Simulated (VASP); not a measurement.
# NbP (P6_3/mmc) in VASP: single point with PBE

Aim: the single point of NbP with PBE.

All numbers are computed with VASP 6.6.1; they aren't measurements. Logs are shortened: lines on timing, memory, paths and dates and some standing lists are left out, and cuts for length are marked.

## (1) The cell of the first run

The structure is hexagonal, space group P6_3/mmc (No. 194). Conventional cell: a = 3.314 Å, b = 3.314 Å, c = 6.723 Å, α = 90.00°, β = 90.00°, γ = 120.00°. Within 3.4 Å of Nb (site symmetry -3m) lie 6 P at 2.55 Å and 8 Nb at 3.31 to 3.36 Å. P (site symmetry -6m2) has 6 Nb at 2.55 Å and 6 P at 3.31 Å within 3.4 Å.

## (2) Single point, PBE

POSCAR

```
NbP
1.0
    3.3144580917     -0.0000000289      0.0000000000
   -1.6572290208      2.8704049216      0.0000000000
    0.0000000000      0.0000000000      6.7227340000
Nb P
2 2
Direct
    0.0000000000      0.0000000000      0.0000000000
    0.0000000000      0.0000000000      0.5000000000
    0.3333333333      0.6666666667      0.2500000000
    0.6666666667      0.3333333333      0.7500000000
```

INCAR.step1

```
SYSTEM = NbP
  ALGO = Normal
  EDIFF = 1E-6
  ENCUT = 520
  GGA = PE
  ISIF = 2
  ISMEAR = 0
  LASPH = .TRUE.
  LCHARG = .TRUE.
  LMAXMIX = 4
  LREAL = .FALSE.
  LWAVE = .FALSE.
  NBANDS = 26
  NELM = 60
  PREC = Accurate
  SIGMA = 0.1
```

KPOINTS.step1

```
k-points
0
G
  18 18 8
  0 0 0
```

INCAR.step2

```
SYSTEM = NbP
  ALGO = Normal
  EDIFF = 1E-6
  ENCUT = 520
  GGA = PE
  ICHARG = 11
  ISIF = 2
  ISMEAR = -5
  LASPH = .TRUE.
  LCHARG = .FALSE.
  LMAXMIX = 4
  LORBIT = 11
  LREAL = .FALSE.
  LWAVE = .FALSE.
  NEDOS = 2001
  NELM = 60
  PREC = Accurate
  SIGMA = 0.1
```

KPOINTS.step2

```
k-points
0
G
  27 27 12
  0 0 0
```

Potentials or basis: VASP PAW PBE potentials, release 64 (Nb_sv, P).

Started as:

```console
> cat potpaw_PBE.64/Nb_sv/POTCAR potpaw_PBE.64/P/POTCAR > POTCAR
> cp INCAR.step1 INCAR
> cp KPOINTS.step1 KPOINTS
> mpirun -np 1 vasp_std > vasp.out
> cp INCAR.step2 INCAR
> cp KPOINTS.step2 KPOINTS
> mpirun -np 1 vasp_std > vasp.out
```

OUTCAR:

```text
SYSTEM = NbP
   EDIFF = 1E-6
   ENCUT = 520
   GGA = PE
   ICHARG = 11
   ISIF = 2
   ISMEAR = -5
   LASPH = .TRUE.
   LORBIT = 11
   LREAL = .FALSE.
   NELM = 60
   PREC = Accurate

 ion  position               nearest neighbor table
   1  0.000  0.000  0.000-   3 2.55   4 2.55   3 2.55   4 2.55   4 2.55   3 2.55
   2  0.000  0.000  0.500-   3 2.55   4 2.55   3 2.55   4 2.55   4 2.55   3 2.55
   3  0.333  0.667  0.250-   1 2.55   2 2.55   1 2.55   2 2.55   1 2.55   2 2.55
   4  0.667  0.333  0.750-   1 2.55   2 2.55   1 2.55   2 2.55   1 2.55   2 2.55

  LATTYP: Found a hexagonal cell.
 ALAT       =     3.3144580917
 C/A-ratio  =     2.0283056276

  Lattice vectors:

 A1 = (   3.3144580917,  -0.0000000289,   0.0000000000)
 A2 = (  -1.6572290208,   2.8704049216,   0.0000000000)
 A3 = (   0.0000000000,   0.0000000000,   6.7227340000)

Analysis of symmetry for initial positions (statically):
=====================================================================
 Subroutine PRICEL returns:
 Original cell was already a primitive cell.

 Routine SETGRP: Setting up the symmetry group for a
 hexagonal supercell.

 Subroutine GETGRP returns: Found 24 space group operations
 (whereof 12 operations were pure point group operations)
 out of a pool of 24 trial point group operations.

The static configuration has the point symmetry D_3d.
 The point group associated with its full space group is D_6h.

Analysis of symmetry for dynamics (positions and initial velocities):
=====================================================================
 Subroutine PRICEL returns:
 Original cell was already a primitive cell.

 Routine SETGRP: Setting up the symmetry group for a
 hexagonal supercell.

 Subroutine GETGRP returns: Found 24 space group operations
 (whereof 12 operations were pure point group operations)
 out of a pool of 24 trial point group operations.

The dynamic configuration has the point symmetry D_3d.
 The point group associated with its full space group is D_6h.

 Subroutine INISYM returns: Found 24 space group operations
 (whereof 12 operations are pure point group operations),
 and found     1 'primitive' translations

----------------------------------------------------------------------------------------

                                     Primitive cell

  volume of cell :      63.9590

  direct lattice vectors                    reciprocal lattice vectors
     3.314458092 -0.000000029  0.000000000     0.301708447  0.174191450  0.000000000
    -1.657229021  2.870404922  0.000000000     0.000000003  0.348382905  0.000000000
     0.000000000  0.000000000  6.722734000     0.000000000  0.000000000  0.148749006

  length of vectors
     3.314458092  3.314458092  6.722734000     0.348382905  0.348382905  0.148749006

  position of ions in fractional coordinates (direct lattice)
     0.000000000  0.000000000  0.000000000
     0.000000000  0.000000000  0.500000000
     0.333333333  0.666666667  0.250000000
     0.666666667  0.333333333  0.750000000

  ion indices of the primitive-cell ions
   primitive index   ion index
                 1           1
                 2           2
                 3           3
                 4           4

----------------------------------------------------------------------------------------

 KPOINTS: k-points

Automatic generation of k-mesh.
 Grid dimensions read from file:
 generate k-points for:   27   27   12

 Generating k-lattice:

  Cartesian coordinates                     Fractional coordinates (reciprocal lattice)
     0.011174387  0.006451535  0.000000000     0.037037037  0.000000000  0.000000000
     0.000000000  0.012903071  0.000000000     0.000000000  0.037037037  0.000000000
     0.000000000  0.000000000  0.012395750     0.000000000  0.000000000  0.083333333

  Length of vectors
     0.012903071  0.012903071  0.012395750

  Shift w.r.t. Gamma in fractional coordinates (k-lattice)
     0.000000000  0.000000000  0.000000000

 TETIRR: Found   8868 inequivalent tetrahedra from    52488

 Subroutine IBZKPT returns following result:
 ===========================================

 Found    525 irreducible k-points:

 Following reciprocal coordinates:
            Coordinates               Weight
  0.000000  0.000000  0.000000      1.000000
  0.037037 -0.000000  0.000000      6.000000
  0.074074 -0.000000  0.000000      6.000000
  0.111111 -0.000000  0.000000      6.000000
  0.148148 -0.000000  0.000000      6.000000
  0.185185  0.000000  0.000000      6.000000
[... 16 lines left out ...]
  0.333333  0.037037  0.000000     12.000000
  0.370370  0.037037  0.000000     12.000000
 [... further k-points ...]
   k-points           NKPTS =    525   k-points in BZ     NKDIM =    525   number of bands    NBANDS=     22
   number of dos      NEDOS =   2001   number of ions     NIONS =      4
   total plane-waves  NPLWV =  39200
   dimension x,y,z NGX =    28 NGY =   28 NGZ =   50
   dimension x,y,z NGXF=    56 NGYF=   56 NGZF=  100
   ions per type =               2   2
   NGX,Y,Z   is equivalent  to a cutoff of  14.04, 14.04, 12.36 a.u.
   NGXF,Y,Z  is equivalent  to a cutoff of  28.09, 28.09, 24.73 a.u.
 SYSTEM =  NbP
   PREC   = accura    normal or accurate (medium, high low for compatibility)
   ISTART =      0    job   : 0-new  1-cont  2-samecut
   ICHARG =     11    charge: 1-file 2-atom 10-const
   ISPIN  =      1    spin polarized calculation?
   LNONCOLLINEAR =      F non collinear calculations
   LSORBIT =      F    spin-orbit coupling
   LASPH  =      T    aspherical Exc in radial PAW
   ENCUT  =  520.0 eV  38.22 Ry    6.18 a.u.   6.16  6.16 12.50*2*pi/ulx,y,z
   NELM   =     60;   NELMIN=  2; NELMDL=  0     # of ELM steps
   EDIFF  = 0.1E-05   stopping-criterion for ELM
   LREAL  =      F    real-space projection
   EDIFFG = 0.1E-04   stopping-criterion for IOM
   NSW    =      0    number of steps for IOM
   IBRION =     -1    ionic relax: 0-MD 1-quasi-New 2-CG
   NFREE  =      0    steps in history (QN), initial steepest desc. (CG)
   ISIF   =      2    stress and relaxation
   ISYM   =      2    0-nonsym 1-usesym 2-fastsym
   POTIM  = 0.5000    time-step for ionic-motion
   TEBEG  =    0.0;   TEEND  =   0.0 temperature during run
   PSTRESS=    0.0 pullay stress
   NELECT =      36.0000    total number of electrons
   NUPDOWN=      -1.0000    fix difference up-down
   EMIN   =  10.00;   EMAX   =-10.00  energy-range for DOS
   EFERMI =   0.00;   METHOD = LEGACY
   ISMEAR =    -5;   SIGMA  =   0.10  broadening in eV -4-tet -1-fermi 0-gaus
   EFERMI_NEDOS =   21; number of points for ismear=-14 and -15
   IALGO  =     38    algorithm
   IMIX   =      4    mixing-type and parameters
     AMIX     =   0.40;   BMIX     =  1.00
     AMIX_MAG =   1.60;   BMIX_MAG =  1.00
  volume/ion in A,a.u.               =      15.99       107.90
  Fermi-wavevector in a.u.,A,eV,Ry     =   1.351684  2.554312 24.858514  1.827049
  Thomas-Fermi vector in A             =   2.479085
   LORBIT       =     11    0 simple, 1 ext, 2 COOP (PROOUT), +10 PAW based schemes
   GGA     = PE    functional components
   LHFCALC =     F    Hartree Fock is set to
   AEXX    =    0.0000 exact exchange contribution
   IVDW    =     0    specifies the selected vdW correction
   LEPSILON=     F    determine dielectric tensor
   LRPA    =     F    only Hartree local field effects (RPA)
 non-spin polarized calculation
 Fermi weights with tetrahedron method with Bloechl corrections
  energy-cutoff  :      520.00
  volume of cell :       63.96
 maximum number of plane-waves:      1747
 NGX is ok and might be reduce to    28

 number of electron      35.9999997 magnetization

 Free energy of the ion-electron system (eV)
  ---------------------------------------------------
  ext. energy  EPLUGINS =         0.00000000
  ---------------------------------------------------
  free energy    TOTEN  =       -35.08230869 eV

  energy without entropy =      -35.08230869  energy(sigma->0) =      -35.08230869

 E-fermi :  10.7219     XC(G=0): -12.0223

 val. band max:       10.7377173585   @ k =   0.0741   0.0370   0.5000
 cond. band min:      10.6077892681   @ k =   0.1852   0.1852   0.2500
 fundamental gap:     -0.1299280904
 Fermi energy:        10.7219018121

 k-point     1 :       0.0000    0.0000    0.0000
  band No.  band energies     occupation
      1     -44.2264      2.00000
      2     -44.2088      2.00000
      3     -20.5304      2.00000
      4     -20.2497      2.00000
      5     -20.1427      2.00000
      6     -20.1427      2.00000
[... 14 lines left out ...]
     21      12.0023      0.00000
     22      12.5182      0.00000

 k-point     2 :       0.0370   -0.0000    0.0000
  band No.  band energies     occupation
      1     -44.2259      2.00000
      2     -44.2083      2.00000
      3     -20.5291      2.00000
      4     -20.2489      2.00000
      5     -20.1482      2.00000
      6     -20.1440      2.00000
[... 14 lines left out ...]
     21      12.0829      0.00000
     22      12.5119      0.00000

 k-point     3 :       0.0741   -0.0000    0.0000
  band No.  band energies     occupation
      1     -44.2243      2.00000
      2     -44.2068      2.00000
      3     -20.5254      2.00000
      4     -20.2466      2.00000
      5     -20.1644      2.00000
      6     -20.1476      2.00000
[... 14 lines left out ...]
     21      12.3211      0.00000
     22      12.4926      0.00000

 k-point     4 :       0.1111   -0.0000    0.0000
  band No.  band energies     occupation
      1     -44.2219      2.00000
      2     -44.2044      2.00000
      3     -20.5193      2.00000
      4     -20.2430      2.00000
      5     -20.1902      2.00000
      6     -20.1637      2.00000
[... 14 lines left out ...]
     21      12.4331      0.00000
     22      12.6259      0.00000

 k-point     5 :       0.1481   -0.0000    0.0000
  band No.  band energies     occupation
      1     -44.2187      2.00000
      2     -44.2013      2.00000
      3     -20.5114      2.00000
      4     -20.2383      2.00000
      5     -20.2242      2.00000
      6     -20.1954      2.00000
[... 14 lines left out ...]
     21      12.3796      0.00000
     22      12.9359      0.00000

 k-point     6 :       0.1852    0.0000    0.0000
  band No.  band energies     occupation
      1     -44.2148      2.00000
      2     -44.1976      2.00000
      3     -20.5019      2.00000
      4     -20.2644      2.00000
      5     -20.2343      2.00000
      6     -20.2313      2.00000
[... 14 lines left out ...]
     21      12.3284      0.00000
     22      13.1009      0.00000

 k-point     7 :       0.2222   -0.0000    0.0000
  band No.  band energies     occupation
      1     -44.2106      2.00000
      2     -44.1935      2.00000
      3     -20.4915      2.00000
      4     -20.3086      2.00000
      5     -20.2745      2.00000
      6     -20.2261      2.00000
[... 324 lines left out ...]
      6     -20.2225      2.00000
[... 14 lines left out ...]
     21      12.4123      0.00000
     22      13.3160      0.00000

 k-point    21 :       0.2593    0.0370    0.0000
  band No.  band energies     occupation
      1     -44.2037      2.00000
      2     -44.1868      2.00000
      3     -20.4746      2.00000
      4     -20.3773      2.00000
      5     -20.3390      2.00000
      6     -20.2159      2.00000
[... 14 lines left out ...]
     21      12.5784      0.00000
     22      13.3645      0.00000

 k-point    22 :       0.2963    0.0370    0.0000
  band No.  band energies     occupation
      1     -44.1994      2.00000
      2     -44.1827      2.00000
      3     -20.4647      2.00000
      4     -20.4194      2.00000
      5     -20.3790      2.00000
      6     -20.2097      2.00000
[... 14 lines left out ...]
     21      12.7978      0.00000
     22      13.4191      0.00000

 k-point    23 :       0.3333    0.0370    0.0000
  band No.  band energies     occupation
      1     -44.1956      2.00000
      2     -44.1790      2.00000
      3     -20.4638      2.00000
      4     -20.4490      2.00000
      5     -20.4150      2.00000
      6     -20.2179      2.00000
[... 14 lines left out ...]
     21      13.0543      0.00000
     22      13.5238      0.00000

 k-point    24 :       0.3704    0.0370    0.0000
  band No.  band energies     occupation
      1     -44.1924      2.00000
      2     -44.1759      2.00000
      3     -20.4918      2.00000
      4     -20.4450      2.00000
      5     -20.4449      2.00000
      6     -20.2257      2.00000
[... 14 lines left out ...]
     21      13.2611      0.00000
     22      13.6580      0.00000

 [... further k-points ...]

------------------------ aborting loop because EDIFF is reached ----------------------------------------

  FORCE on cell =-STRESS in cart. coord.  units (eV):
  Direction    XX          YY          ZZ          XY          YZ          ZX
  --------------------------------------------------------------------------------------
  -------------------------------------------------------------------------------------
  Total       -0.1561712     -0.1561712     -0.1763329     -0.0000000      0.0000000      0.0000000
  in kB       -3.9120988     -3.9120988     -4.4171529     -0.0000000      0.0000000      0.0000000
  external PRESSURE =      -4.0804501 kB  Pullay stress =       0.0000000 kB

 VOLUME and BASIS-vectors are now :
 -----------------------------------------------------------------------------
  energy-cutoff  :      520.00
  volume of cell :       63.96
      direct lattice vectors                 reciprocal lattice vectors
     3.314458092 -0.000000029  0.000000000     0.301708447  0.174191450  0.000000000
    -1.657229021  2.870404922  0.000000000     0.000000003  0.348382905  0.000000000
     0.000000000  0.000000000  6.722734000     0.000000000  0.000000000  0.148749006

 POSITION                                       TOTAL-FORCE (eV/Angst)
 -----------------------------------------------------------------------------------
      0.00000      0.00000      0.00000         0.000000     -0.000000     -0.000000
      0.00000      0.00000      3.36137         0.000000     -0.000000     -0.000000
      0.00000      1.91360      1.68068         0.000000     -0.000000      0.000000
      1.65723      0.95680      5.04205        -0.000000      0.000000     -0.000000
 -----------------------------------------------------------------------------------
    total drift:                               -0.000000      0.000000      0.000000

  FREE ENERGIE OF THE ION-ELECTRON SYSTEM (eV)
  ---------------------------------------------------
  free  energy   TOTEN  =       -35.0823086933 eV

  energy  without entropy=      -35.0823086933  energy(sigma->0) =      -35.08230869

 total charge

# of ion       s       p       d       tot
------------------------------------------
    1        2.152   6.027   2.482  10.660
    2        2.152   6.027   2.482  10.660
    3        1.023   1.519   0.000   2.542
    4        1.023   1.519   0.000   2.542
--------------------------------------------------
tot          6.349  15.092   4.964  26.405
```

It took 6.2 min on 1 thread of Intel Xeon 6975P-C (Granite Rapids), shared host; peak memory 0.68 GiB.

What came out:

```
Valence electrons inside the program's atomic spheres : Nb 10.66; P 2.54
```

Caveat: tetrahedron occupations give inexact forces and stress in metals.
